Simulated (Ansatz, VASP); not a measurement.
## BN: VASP beside Ansatz

POSCAR

```
BN
1.0
    0.0000000000      1.7458259350      1.7458259350
    1.7458259350      0.0000000000      1.7458259350
    1.7458259350      1.7458259350      0.0000000000
B N
1 1
Direct
    0.0000000000      0.0000000000      0.0000000000
    0.5000000000      0.5000000000      0.5000000000
```

The input INCAR.step1:

```
PREC = Accurate ; ENCUT = 520
EDIFF = 1E-5 ; ISMEAR = 0
SIGMA = 0.01 ; LREAL = False
LASPH = True ; NELM = 80
ALGO = Normal ; ISIF = 2
LWAVE = True ; NBANDS = 11
GGA = PE
```

Contents of INCAR.step2:

```
PREC = Accurate ; ENCUT = 520
EDIFF = 1E-6 ; ISMEAR = 0
SIGMA = 0.01 ; LREAL = False
LASPH = True ; NELM = 80
ALGO = Normal ; ISIF = 2
LWAVE = False ; LCHARG = True
GGA = PE ; LHFCALC = True
AEXX = 0.15 ; HFSCREEN = 0.1
PRECFOCK = Normal ; LELF = True
LVHAR = True ; NBANDS = 11
ISTART = 1
```

KPOINTS

```
Automatic mesh
0
Gamma
  6 6 6
```

Input for Ansatz:

```yaml
crystal:
  lattice:
    - [0.0, 1.745825935, 1.745825935]
    - [1.745825935, 0.0, 1.745825935]
    - [1.745825935, 1.745825935, 0.0]
  atoms:
    - { symbol: B, position: [0.0, 0.0, 0.0] }
    - { symbol: "N", position: [0.5, 0.5, 0.5] }
kpoints:
  mp_grid: { grid: [6, 6, 6] }
hamiltonian:
  xc: { exchange: pbe, correlation: pbe, exx: { coeff: 0.15, omega: 0.1 } }
scf:
  occupations: { method: fixed }
  n_extra_bands: 4
output:
  forces: true
  stress: true
  eigenvalues: true
```

Alike in both runs: task single point; functional PBE-based screened hybrid; k mesh 6 × 6 × 6; no spin polarisation.

|  | VASP | Ansatz |
| --- | --- | --- |
| version | VASP 6.6.1 | Ansatz 0.2.0 |
| potentials or method | VASP PAW PBE potentials, release 64 (B, N) | plane waves |
| plane-wave cutoff (eV) | 520 | 420 |
| occupations | gaussian, width 0.01 eV | fixed |
| valence electrons in the cell | 8 | 8 |

|  | VASP | Ansatz | Ansatz less VASP |
| --- | --- | --- | --- |
| gap on the k mesh at the Fermi level (eV) | 1.98 | 1.98 | -0.006 |
| pressure (GPa) | -3.9 | -3.9 | +0.01 |

VASP's potentials were made for PBE, not for PBE-based screened hybrid. Ansatz's warnings: stress exchange threshold loose, stress scf threshold loose.

The k mesh is coarse, so the values compare programs but aren't converged.
